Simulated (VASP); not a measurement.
# AlGa2Sb3 (P6_3mc) in VASP: single point with PBE

Aim: the single point of AlGa2Sb3 with PBE.

All numbers are computed with VASP 6.6.1; they aren't measurements. Logs are shortened: lines on timing, memory, paths and dates and some standing lists are left out, and cuts for length are marked.

### Step 1. The cell of the first run

The structure is hexagonal, space group P6_3mc (No. 186). The conventional cell has a = 4.383 Å, b = 4.383 Å, c = 21.665 Å, α = 90.00°, β = 90.00°, γ = 120.00°. Al (site symmetry 3m) has 4 Sb at 2.69 to 2.71 Å within 3.5 Å. Ga (site symmetry 3m) has 4 Sb at 2.69 to 2.70 Å within 3.5 Å. Ga (site symmetry 3m) has 4 Sb at 2.69 to 2.70 Å within 3.5 Å. Within 3.5 Å of Sb (site symmetry 3m) lie 3 Al at 2.69 Å and 1 Ga at 2.70 Å. Within 3.5 Å of Sb (site symmetry 3m) lie 4 Ga at 2.69 to 2.70 Å. Sb (site symmetry 3m) has 3 Ga at 2.69 Å and 1 Al at 2.71 Å within 3.5 Å.

### Step 2. Single point, PBE

Contents of INCAR:

```
SYSTEM = AlGa2Sb3
PREC = Accurate
ENCUT = 520
EDIFF = 1E-6
ISMEAR = 0
SIGMA = 0.1
LREAL = .FALSE.
LASPH = .TRUE.
NELM = 60
ALGO = Normal
ISIF = 2
LWAVE = .FALSE.
LCHARG = .FALSE.
GGA = PE
NBANDS = 56
```

Contents of KPOINTS:

```
regular mesh
0
G
  12 12 2
  0 0 0
```

Contents of POSCAR:

```
AlGa2Sb3
1.0
    4.3826486619      0.0000000000      0.0000000000
   -2.1913243310      3.7954850771      0.0000000000
    0.0000000000      0.0000000000     21.6654729134
Al Ga Sb
2 4 6
Direct
    0.6666666667      0.3333333333      0.8332005340
    0.3333333333      0.6666666667      0.3332005340
    0.6666666667      0.3333333333      0.1667672431
    0.6666666667      0.3333333333      0.5003718578
    0.3333333333      0.6666666667      0.0003718578
    0.3333333333      0.6666666667      0.6667672431
    0.6666666667      0.3333333333      0.2914126610
    0.6666666667      0.3333333333      0.6249236610
    0.6666666667      0.3333333333      0.9582240231
    0.3333333333      0.6666666667      0.1249236610
    0.3333333333      0.6666666667      0.4582240231
    0.3333333333      0.6666666667      0.7914126610
```

Potentials or basis: VASP PAW PBE potentials, release 64 (Al, Ga_d, Sb).

Started as:

```sh
> cat potpaw_PBE.64/Al/POTCAR potpaw_PBE.64/Ga_d/POTCAR potpaw_PBE.64/Sb/POTCAR > POTCAR
> mpirun -np 1 vasp_std > vasp.out
```

OUTCAR:

```text
SYSTEM = AlGa2Sb3
   PREC = Accurate
   ENCUT = 520
   EDIFF = 1E-6
   ISMEAR = 0
   LREAL = .FALSE.
   LASPH = .TRUE.
   NELM = 60
   ISIF = 2
   GGA = PE

 ion  position               nearest neighbor table
   1  0.667  0.333  0.833-  12 2.69  12 2.69  12 2.69   9 2.71
   2  0.333  0.667  0.333-   7 2.69   7 2.69   7 2.69  11 2.71
   3  0.667  0.333  0.167-  10 2.69  10 2.69  10 2.69   7 2.70
   4  0.667  0.333  0.500-  11 2.69  11 2.69  11 2.69   8 2.70
   5  0.333  0.667  0.000-   9 2.69   9 2.69   9 2.69  10 2.70
   6  0.333  0.667  0.667-   8 2.69   8 2.69   8 2.69  12 2.70
   7  0.667  0.333  0.291-   2 2.69   2 2.69   2 2.69   3 2.70
   8  0.667  0.333  0.625-   6 2.69   6 2.69   6 2.69   4 2.70
   9  0.667  0.333  0.958-   5 2.69   5 2.69   5 2.69   1 2.71
  10  0.333  0.667  0.125-   3 2.69   3 2.69   3 2.69   5 2.70
  11  0.333  0.667  0.458-   4 2.69   4 2.69   4 2.69   2 2.71
  12  0.333  0.667  0.791-   1 2.69   1 2.69   1 2.69   6 2.70

  LATTYP: Found a hexagonal cell.
 ALAT       =     4.3826486619
 C/A-ratio  =     4.9434656037

  Lattice vectors:

 A1 = (   4.3826486619,   0.0000000000,   0.0000000000)
 A2 = (  -2.1913243310,   3.7954850771,   0.0000000000)
 A3 = (   0.0000000000,   0.0000000000,  21.6654729134)

Analysis of symmetry for initial positions (statically):
=====================================================================
 Subroutine PRICEL returns:
 Original cell was already a primitive cell.

 Routine SETGRP: Setting up the symmetry group for a
 hexagonal supercell.

 Subroutine GETGRP returns: Found 12 space group operations
 (whereof  6 operations were pure point group operations)
 out of a pool of 24 trial point group operations.

The static configuration has the point symmetry C_3v.
 The point group associated with its full space group is C_6v.

Analysis of symmetry for dynamics (positions and initial velocities):
=====================================================================
 Subroutine PRICEL returns:
 Original cell was already a primitive cell.

 Routine SETGRP: Setting up the symmetry group for a
 hexagonal supercell.

 Subroutine GETGRP returns: Found 12 space group operations
 (whereof  6 operations were pure point group operations)
 out of a pool of 24 trial point group operations.

The dynamic configuration has the point symmetry C_3v.
 The point group associated with its full space group is C_6v.

 Subroutine INISYM returns: Found 12 space group operations
 (whereof  6 operations are pure point group operations),
 and found     1 'primitive' translations

----------------------------------------------------------------------------------------

                                     Primitive cell

  volume of cell :     360.3895

  direct lattice vectors                    reciprocal lattice vectors
     4.382648662  0.000000000  0.000000000     0.228172522  0.131735467  0.000000000
    -2.191324331  3.795485077  0.000000000     0.000000000  0.263470934  0.000000000
     0.000000000  0.000000000 21.665472913     0.000000000  0.000000000  0.046156389

  length of vectors
     4.382648662  4.382648662 21.665472913     0.263470934  0.263470934  0.046156389

  position of ions in fractional coordinates (direct lattice)
     0.666666667  0.333333333  0.833200534
     0.333333333  0.666666667  0.333200534
     0.666666667  0.333333333  0.166767243
     0.666666667  0.333333333  0.500371858
     0.333333333  0.666666667  0.000371858
     0.333333333  0.666666667  0.666767243
     0.666666667  0.333333333  0.291412661
     0.666666667  0.333333333  0.624923661
     0.666666667  0.333333333  0.958224023
     0.333333333  0.666666667  0.124923661
     0.333333333  0.666666667  0.458224023
     0.333333333  0.666666667  0.791412661

  ion indices of the primitive-cell ions
   primitive index   ion index
                 1           1
                 2           2
                 3           3
                 4           4
                 5           5
                 6           6
                 7           7
                 8           8
                 9           9
                10          10
                11          11
                12          12

----------------------------------------------------------------------------------------

 KPOINTS: regular mesh

Automatic generation of k-mesh.
 Grid dimensions read from file:
 generate k-points for:   12   12    2

 Generating k-lattice:

  Cartesian coordinates                     Fractional coordinates (reciprocal lattice)
     0.019014377  0.010977956  0.000000000     0.083333333 -0.000000000  0.000000000
     0.000000000  0.021955911  0.000000000     0.000000000  0.083333333  0.000000000
     0.000000000  0.000000000  0.023078195     0.000000000  0.000000000  0.500000000

  Length of vectors
     0.021955911  0.021955911  0.023078195

  Shift w.r.t. Gamma in fractional coordinates (k-lattice)
     0.000000000  0.000000000  0.000000000

 Subroutine IBZKPT returns following result:
 ===========================================

 Found     38 irreducible k-points:

 Following reciprocal coordinates:
            Coordinates               Weight
  0.000000  0.000000  0.000000      1.000000
  0.083333 -0.000000  0.000000      6.000000
  0.166667  0.000000  0.000000      6.000000
  0.250000  0.000000  0.000000      6.000000
  0.333333  0.000000  0.000000      6.000000
  0.416667  0.000000  0.000000      6.000000
[... 16 lines left out ...]
  0.250000  0.000000  0.500000      6.000000
  0.333333  0.000000  0.500000      6.000000
 [... further k-points ...]
   k-points           NKPTS =     38   k-points in BZ     NKDIM =     38   number of bands    NBANDS=     56
   number of dos      NEDOS =    301   number of ions     NIONS =     12
   total plane-waves  NPLWV = 209952
   dimension x,y,z NGX =    36 NGY =   36 NGZ =  162
   dimension x,y,z NGXF=    72 NGYF=   72 NGZF=  324
   ions per type =               2   4   6
   NGX,Y,Z   is equivalent  to a cutoff of  13.66, 13.66, 12.43 a.u.
   NGXF,Y,Z  is equivalent  to a cutoff of  27.31, 27.31, 24.86 a.u.
 SYSTEM =  AlGa2Sb3
   PREC   = accura    normal or accurate (medium, high low for compatibility)
   ISTART =      0    job   : 0-new  1-cont  2-samecut
   ICHARG =      2    charge: 1-file 2-atom 10-const
   ISPIN  =      1    spin polarized calculation?
   LNONCOLLINEAR =      F non collinear calculations
   LSORBIT =      F    spin-orbit coupling
   LASPH  =      T    aspherical Exc in radial PAW
   ENCUT  =  520.0 eV  38.22 Ry    6.18 a.u.   8.15  8.15 40.28*2*pi/ulx,y,z
   NELM   =     60;   NELMIN=  2; NELMDL= -5     # of ELM steps
   EDIFF  = 0.1E-05   stopping-criterion for ELM
   LREAL  =      F    real-space projection
   EDIFFG = 0.1E-04   stopping-criterion for IOM
   NSW    =      0    number of steps for IOM
   IBRION =     -1    ionic relax: 0-MD 1-quasi-New 2-CG
   NFREE  =      0    steps in history (QN), initial steepest desc. (CG)
   ISIF   =      2    stress and relaxation
   ISYM   =      2    0-nonsym 1-usesym 2-fastsym
   POTIM  = 0.5000    time-step for ionic-motion
   TEBEG  =    0.0;   TEEND  =   0.0 temperature during run
   PSTRESS=    0.0 pullay stress
   NELECT =      88.0000    total number of electrons
   NUPDOWN=      -1.0000    fix difference up-down
   EMIN   =  10.00;   EMAX   =-10.00  energy-range for DOS
   EFERMI =   0.00;   METHOD = LEGACY
   ISMEAR =     0;   SIGMA  =   0.10  broadening in eV -4-tet -1-fermi 0-gaus
   EFERMI_NEDOS =   21; number of points for ismear=-14 and -15
   IALGO  =     38    algorithm
   IMIX   =      4    mixing-type and parameters
     AMIX     =   0.40;   BMIX     =  1.00
     AMIX_MAG =   1.60;   BMIX_MAG =  1.00
  volume/ion in A,a.u.               =      30.03       202.67
  Fermi-wavevector in a.u.,A,eV,Ry     =   1.023242  1.933647 14.245628  1.047024
  Thomas-Fermi vector in A             =   2.156965
   LORBIT       =      0    0 simple, 1 ext, 2 COOP (PROOUT), +10 PAW based schemes
   GGA     = PE    functional components
   LHFCALC =     F    Hartree Fock is set to
   AEXX    =    0.0000 exact exchange contribution
   IVDW    =     0    specifies the selected vdW correction
   LEPSILON=     F    determine dielectric tensor
   LRPA    =     F    only Hartree local field effects (RPA)
 non-spin polarized calculation
 Gauss-broadening in eV      SIGMA  =   0.10
  energy-cutoff  :      520.00
  volume of cell :      360.39
 maximum number of plane-waves:      9732
 NGX is ok and might be reduce to    36
   NGX = 17   NGY = 17   NGZ = 81

 number of electron      87.9999994 magnetization

 Free energy of the ion-electron system (eV)
  ---------------------------------------------------
  ext. energy  EPLUGINS =         0.00000000
  ---------------------------------------------------
  free energy    TOTEN  =       -45.77176855 eV

  energy without entropy =      -45.77109701  energy(sigma->0) =      -45.77143278

 E-fermi :   4.5680     XC(G=0):  -8.7487

 val. band max:        4.5519812134   @ k =   0.0000   0.0000   0.0000
 cond. band min:       4.7921500990   @ k =   0.0000   0.0000   0.0000
 fundamental gap:      0.2401688855
 Fermi energy:         4.5679667464

 k-point     1 :       0.0000    0.0000    0.0000
  band No.  band energies     occupation
      1     -10.4664      2.00000
      2     -10.4663      2.00000
      3     -10.4538      2.00000
      4     -10.4537      2.00000
      5     -10.4476      2.00000
      6     -10.4476      2.00000
[... 1405 lines left out ...]
     55       8.3621      0.00000
     56       8.3621      0.00000

 [... further k-points ...]

------------------------ aborting loop because EDIFF is reached ----------------------------------------

  FORCE on cell =-STRESS in cart. coord.  units (eV):
  Direction    XX          YY          ZZ          XY          YZ          ZX
  --------------------------------------------------------------------------------------
  -------------------------------------------------------------------------------------
  Total        0.2298631      0.2298631      0.2252265     -0.0000000      0.0000000      0.0000000
  in kB        1.0218984      1.0218984      1.0012854     -0.0000000      0.0000000      0.0000000
  external PRESSURE =       1.0150274 kB  Pullay stress =       0.0000000 kB

 VOLUME and BASIS-vectors are now :
 -----------------------------------------------------------------------------
  energy-cutoff  :      520.00
  volume of cell :      360.39
      direct lattice vectors                 reciprocal lattice vectors
     4.382648662  0.000000000  0.000000000     0.228172522  0.131735467  0.000000000
    -2.191324331  3.795485077  0.000000000     0.000000000  0.263470934  0.000000000
     0.000000000  0.000000000 21.665472913     0.000000000  0.000000000  0.046156389

 POSITION                                       TOTAL-FORCE (eV/Angst)
 -----------------------------------------------------------------------------------
      2.19132      1.26516     18.05168         0.000000     -0.000000      0.006176
     -0.00000      2.53032      7.21895        -0.000000      0.000000      0.006176
      2.19132      1.26516      3.61309        -0.000000      0.000000     -0.002909
      2.19132      1.26516     10.84079        -0.000000     -0.000000     -0.001401
     -0.00000      2.53032      0.00806        -0.000000      0.000000     -0.001401
     -0.00000      2.53032     14.44583         0.000000     -0.000000     -0.002909
      2.19132      1.26516      6.31359         0.000000      0.000000     -0.008710
      2.19132      1.26516     13.53927         0.000000      0.000000      0.001069
      2.19132      1.26516     20.76038         0.000000     -0.000000      0.005775
     -0.00000      2.53032      2.70653         0.000000     -0.000000      0.001069
     -0.00000      2.53032      9.92764        -0.000000      0.000000      0.005775
     -0.00000      2.53032     17.14633         0.000000      0.000000     -0.008710
 -----------------------------------------------------------------------------------
    total drift:                               -0.000000     -0.000000     -0.000904

  FREE ENERGIE OF THE ION-ELECTRON SYSTEM (eV)
  ---------------------------------------------------
  free  energy   TOTEN  =       -45.7717685519 eV

  energy  without entropy=      -45.7710970061  energy(sigma->0) =      -45.77143278
```

Wall time 9.9 min (1 thread of Intel Xeon 6975P-C (Granite Rapids), shared host); peak memory 0.88 GiB.

What came out:

```
Free energy            : -45.7718 eV
Pressure               : 0.1 GPa
Largest force          : 0.009 eV/Å
Band gap on the k mesh : 0.04 eV
```

Forces on the atoms (eV/Å):
```
Al   0.000  0.000  0.006
Al   0.000  0.000  0.006
Ga   0.000  0.000 -0.003
Ga   0.000  0.000 -0.001
Ga   0.000  0.000 -0.001
Ga   0.000  0.000 -0.003
Sb   0.000  0.000 -0.009
Sb   0.000  0.000  0.001
Sb   0.000  0.000  0.006
Sb   0.000  0.000  0.001
Sb   0.000  0.000  0.006
Sb   0.000  0.000 -0.009
```

Levels at points of the mesh, in eV from the valence-band top:
```
           k point  band 41  band 42  band 43  band 44  band 45  band 46  band 47  band 48
(0.00, 0.00, 0.00)    -0.30    -0.22     0.00     0.00     0.04     0.28     0.44     1.06
(0.50, 0.00, 0.00)    -1.60    -1.55    -1.50    -1.11     0.53     0.80     1.03     1.10
(0.00, 0.00, 0.50)    -0.10    -0.10    -0.10    -0.10     0.33     0.33     0.78     0.78
(0.50, 0.00, 0.50)    -1.86    -1.86    -1.23    -1.23     0.82     0.82     0.98     0.98
```

Caveat: the smearing spreads over this small gap; semilocal functionals underestimate gaps, and a narrow one can read as zero; spin-orbit coupling is left out, which moves the levels of the heavy elements.

The gap in the log of VASP goes by the Fermi energy; the results here count the filled bands.